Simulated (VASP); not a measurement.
# Al2Cu (P4/mmm) in VASP: a series of runs, part 2 of 3

VASP 6.6.1.

### 4 Single point, r2SCAN

POSCAR

```
Al2Cu
1.0
    4.1051820000      0.0000000000      0.0000000000
    0.0000000000      4.1051820000      0.0000000000
    0.0000000000      0.0000000000      2.8913130000
Al Cu
2 1
Direct
    0.5000000000      0.0000000000      0.5000000000
    0.0000000000      0.5000000000      0.5000000000
    0.0000000000      0.0000000000      0.0000000000
```

INCAR.step1

```
PREC = Accurate ; ENCUT = 520
ISMEAR = 0 ; SIGMA = 0.1
LREAL = False ; LASPH = True
NELM = 100 ; NBANDS = 16
GGA = PE ; ALGO = Normal
EDIFF = 1E-4 ; LWAVE = True
LCHARG = False
```

INCAR.step2

```
PREC = Accurate ; ENCUT = 520
EDIFF = 1E-7 ; ISMEAR = 0
SIGMA = 0.1 ; LREAL = False
LASPH = True ; NELM = 100
ALGO = Normal ; ISIF = 2
LWAVE = False ; LCHARG = False
METAGGA = R2SCAN ; LMIXTAU = True
NBANDS = 16 ; ISTART = 1
```

KPOINTS

```
Automatic mesh
0
Gamma
  6 6 8
```

Potentials or basis: VASP PAW PBE potentials, release 64 (Al, Cu).

Launch:

```bash
$ cat potpaw_PBE.64/Al/POTCAR potpaw_PBE.64/Cu/POTCAR > POTCAR
$ cp INCAR.step1 INCAR
$ mpirun -np 1 vasp_std > vasp.out
$ cp INCAR.step2 INCAR
$ mpirun -np 1 vasp_std > vasp.out
```

OUTCAR:

```text
PREC = Accurate
   ENCUT = 520
   EDIFF = 1E-7
   ISMEAR = 0
   LREAL = False
   LASPH = True
   NELM = 100
   ISIF = 2
   METAGGA = R2SCAN
   ISTART = 1

 ion  position               nearest neighbor table
   1  0.500  0.000  0.500-   3 2.51   3 2.51   3 2.51   3 2.51   2 2.90   2 2.90   2 2.90   2 2.90

   2  0.000  0.500  0.500-   3 2.51   3 2.51   3 2.51   3 2.51   1 2.90   1 2.90   1 2.90   1 2.90

   3  0.000  0.000  0.000-   1 2.51   2 2.51   1 2.51   2 2.51   2 2.51   2 2.51   1 2.51   1 2.51

  LATTYP: Found a simple tetragonal cell.
 ALAT       =     4.1051820000
 C/A-ratio  =     0.7043081159

  Lattice vectors:

 A1 = (   4.1051820000,   0.0000000000,   0.0000000000)
 A2 = (   0.0000000000,   4.1051820000,   0.0000000000)
 A3 = (   0.0000000000,   0.0000000000,   2.8913130000)

Analysis of symmetry for initial positions (statically):
=====================================================================
 Subroutine PRICEL returns:
 Original cell was already a primitive cell.

 Routine SETGRP: Setting up the symmetry group for a
 simple tetragonal supercell.

 Subroutine GETGRP returns: Found 16 space group operations
 (whereof 16 operations were pure point group operations)
 out of a pool of 16 trial point group operations.

The static configuration has the point symmetry D_4h.

Analysis of symmetry for dynamics (positions and initial velocities):
=====================================================================
 Subroutine PRICEL returns:
 Original cell was already a primitive cell.

 Routine SETGRP: Setting up the symmetry group for a
 simple tetragonal supercell.

 Subroutine GETGRP returns: Found 16 space group operations
 (whereof 16 operations were pure point group operations)
 out of a pool of 16 trial point group operations.

The dynamic configuration has the point symmetry D_4h.

 Subroutine INISYM returns: Found 16 space group operations
 (whereof 16 operations are pure point group operations),
 and found     1 'primitive' translations

----------------------------------------------------------------------------------------

                                     Primitive cell

  volume of cell :      48.7259

  direct lattice vectors                    reciprocal lattice vectors
     4.105182000  0.000000000  0.000000000     0.243594559  0.000000000  0.000000000
     0.000000000  4.105182000  0.000000000     0.000000000  0.243594559  0.000000000
     0.000000000  0.000000000  2.891313000     0.000000000  0.000000000  0.345863627

  length of vectors
     4.105182000  4.105182000  2.891313000     0.243594559  0.243594559  0.345863627

  position of ions in fractional coordinates (direct lattice)
     0.500000000  0.000000000  0.500000000
     0.000000000  0.500000000  0.500000000
     0.000000000  0.000000000  0.000000000

  ion indices of the primitive-cell ions
   primitive index   ion index
                 1           1
                 2           2
                 3           3

----------------------------------------------------------------------------------------

 KPOINTS: Automatic mesh

Automatic generation of k-mesh.
 Grid dimensions read from file:
 generate k-points for:    6    6    8

 Generating k-lattice:

  Cartesian coordinates                     Fractional coordinates (reciprocal lattice)
     0.040599093  0.000000000  0.000000000     0.166666667  0.000000000  0.000000000
     0.000000000  0.040599093  0.000000000     0.000000000  0.166666667  0.000000000
     0.000000000  0.000000000  0.043232953     0.000000000  0.000000000  0.125000000

  Length of vectors
     0.040599093  0.040599093  0.043232953

  Shift w.r.t. Gamma in fractional coordinates (k-lattice)
     0.000000000  0.000000000  0.000000000

 Subroutine IBZKPT returns following result:
 ===========================================

 Found     50 irreducible k-points:

 Following reciprocal coordinates:
            Coordinates               Weight
  0.000000  0.000000  0.000000      1.000000
  0.166667  0.000000  0.000000      4.000000
  0.333333  0.000000  0.000000      4.000000
  0.500000  0.000000  0.000000      2.000000
  0.166667  0.166667  0.000000      4.000000
  0.333333  0.166667  0.000000      8.000000
[... 16 lines left out ...]
  0.333333  0.000000  0.250000      8.000000
  0.500000  0.000000  0.250000      4.000000
 [... further k-points ...]
   k-points           NKPTS =     50   k-points in BZ     NKDIM =     50   number of bands    NBANDS=     16
   number of dos      NEDOS =    301   number of ions     NIONS =      3
   total plane-waves  NPLWV =  24576
   dimension x,y,z NGX =    32 NGY =   32 NGZ =   24
   dimension x,y,z NGXF=    64 NGYF=   64 NGZF=   48
   ions per type =               2   1
   NGX,Y,Z   is equivalent  to a cutoff of  12.96, 12.96, 13.80 a.u.
   NGXF,Y,Z  is equivalent  to a cutoff of  25.92, 25.92, 27.60 a.u.
 SYSTEM =  unknown system
   PREC   = accura    normal or accurate (medium, high low for compatibility)
   ISTART =      1    job   : 0-new  1-cont  2-samecut
   ICHARG =      0    charge: 1-file 2-atom 10-const
   ISPIN  =      1    spin polarized calculation?
   LNONCOLLINEAR =      F non collinear calculations
   LSORBIT =      F    spin-orbit coupling
   LASPH  =      T    aspherical Exc in radial PAW
   ENCUT  =  520.0 eV  38.22 Ry    6.18 a.u.   7.63  7.63  5.38*2*pi/ulx,y,z
   NELM   =    100;   NELMIN=  2; NELMDL=  0     # of ELM steps
   EDIFF  = 0.1E-06   stopping-criterion for ELM
   LREAL  =      F    real-space projection
   EDIFFG = 0.1E-05   stopping-criterion for IOM
   NSW    =      0    number of steps for IOM
   IBRION =     -1    ionic relax: 0-MD 1-quasi-New 2-CG
   NFREE  =      0    steps in history (QN), initial steepest desc. (CG)
   ISIF   =      2    stress and relaxation
   ISYM   =      2    0-nonsym 1-usesym 2-fastsym
   POTIM  = 0.5000    time-step for ionic-motion
   TEBEG  =    0.0;   TEEND  =   0.0 temperature during run
   PSTRESS=    0.0 pullay stress
   NELECT =      17.0000    total number of electrons
   NUPDOWN=      -1.0000    fix difference up-down
   EMIN   =  10.00;   EMAX   =-10.00  energy-range for DOS
   EFERMI =   0.00;   METHOD = LEGACY
   ISMEAR =     0;   SIGMA  =   0.10  broadening in eV -4-tet -1-fermi 0-gaus
   EFERMI_NEDOS =   21; number of points for ismear=-14 and -15
   IALGO  =     38    algorithm
   IMIX   =      4    mixing-type and parameters
     AMIX     =   0.40;   BMIX     =  1.00
     AMIX_MAG =   1.60;   BMIX_MAG =  1.00
  volume/ion in A,a.u.               =      16.24       109.61
  Fermi-wavevector in a.u.,A,eV,Ry     =   1.152492  2.177894 18.071765  1.328237
  Thomas-Fermi vector in A             =   2.289142
   LORBIT       =      0    0 simple, 1 ext, 2 COOP (PROOUT), +10 PAW based schemes
   METAGGA = R2SCAN    functional components
   LHFCALC =     F    Hartree Fock is set to
   AEXX    =    0.0000 exact exchange contribution
   IVDW    =     0    specifies the selected vdW correction
   LEPSILON=     F    determine dielectric tensor
   LRPA    =     F    only Hartree local field effects (RPA)
 non-spin polarized calculation
 Gauss-broadening in eV      SIGMA  =   0.10
  energy-cutoff  :      520.00
  volume of cell :       48.73
 maximum number of plane-waves:      1339
 NGX is ok and might be reduce to    32
   NGX = 15   NGY = 15   NGZ = 11

 number of electron      16.9999979 magnetization

 Free energy of the ion-electron system (eV)
  ---------------------------------------------------
  ext. energy  EPLUGINS =         0.00000000
  ---------------------------------------------------
  free energy    TOTEN  =       -24.39525159 eV

  energy without entropy =      -24.38840824  energy(sigma->0) =      -24.39182992

 E-fermi :   7.2056     XC(G=0): -11.1155

 val. band max:        7.2007398580   @ k =   0.5000   0.1667   0.2500
 cond. band min:       7.2264589238   @ k =   0.5000   0.3333   0.5000
 fundamental gap:      0.0257190658
 Fermi energy:         7.2056237708

 k-point     1 :       0.0000    0.0000    0.0000
  band No.  band energies     occupation
      1      -4.0057      2.00000
      2       1.5056      2.00000
      3       2.0108      2.00000
      4       2.6707      2.00000
      5       2.8989      2.00000
      6       2.8989      2.00000
[... 8 lines left out ...]
     15      14.4907      0.00000
     16      20.4655      0.00000
[... 419 lines left out ...]
 k-point    24 :       0.5000    0.0000    0.2500
  band No.  band energies     occupation
      1      -1.1663      2.00000
      2      -0.0797      2.00000
      3       2.2411      2.00000
      4       2.3263      2.00000
      5       2.6105      2.00000
      6       2.7331      2.00000
[... 8 lines left out ...]
     15      17.4507      0.00000
     16      17.5837      0.00000

 [... further k-points ...]
[... 5 lines left out ...]
  --------------------------------------------------------------------------------------
  -------------------------------------------------------------------------------------
  Total       -0.3533158     -0.3533158     -1.2172846      0.0000000     -0.0000000      0.0000000
  in kB      -11.6175287    -11.6175287    -40.0260548      0.0000000     -0.0000000      0.0000000
  external PRESSURE =     -21.0870374 kB  Pullay stress =       0.0000000 kB

 VOLUME and BASIS-vectors are now :
 -----------------------------------------------------------------------------
  energy-cutoff  :      520.00
  volume of cell :       48.73
      direct lattice vectors                 reciprocal lattice vectors
     4.105182000  0.000000000  0.000000000     0.243594559  0.000000000  0.000000000
     0.000000000  4.105182000  0.000000000     0.000000000  0.243594559  0.000000000
     0.000000000  0.000000000  2.891313000     0.000000000  0.000000000  0.345863627

 POSITION                                       TOTAL-FORCE (eV/Angst)
 -----------------------------------------------------------------------------------
      2.05259      0.00000      1.44566         0.000000      0.000000      0.000000
      0.00000      2.05259      1.44566         0.000000      0.000000      0.000000
      0.00000      0.00000      0.00000         0.000000      0.000000      0.000000
 -----------------------------------------------------------------------------------
    total drift:                                0.000000     -0.000000      0.000000

  FREE ENERGIE OF THE ION-ELECTRON SYSTEM (eV)
  ---------------------------------------------------
  free  energy   TOTEN  =       -24.3952515903 eV

  energy  without entropy=      -24.3884082416  energy(sigma->0) =      -24.39182992
```

Wall time 88 s (1 thread of Intel Xeon Platinum 8488C (Sapphire Rapids), shared host); peak memory 0.19 GiB.

What came out:

```
Free energy : -24.3953 eV
Pressure    : -2.1 GPa
```

Levels at points of the mesh, in eV from the Fermi level:
```csv
k point,band 7,band 8,band 9,band 10,band 11,band 12
"(0.00, 0.00, 0.00)",-2.68,-2.68,-0.06,0.93,6.27,6.53
"(0.50, 0.00, 0.00)",-4.30,-1.29,1.52,1.84,2.02,7.72
"(0.50, 0.50, 0.00)",-4.33,-4.33,-2.65,8.83,8.83,9.67
"(0.00, 0.00, 0.50)",-3.26,2.52,2.53,2.53,2.73,2.73
"(0.50, 0.00, 0.50)",-3.36,-2.72,-1.88,3.77,4.03,4.42
"(0.50, 0.50, 0.50)",-2.56,-2.56,-1.12,-0.99,-0.06,-0.06
```

Caveat: the PAW data sets were made with another functional, which shifts forces and pressure a little.

[end of part 2 of 3]
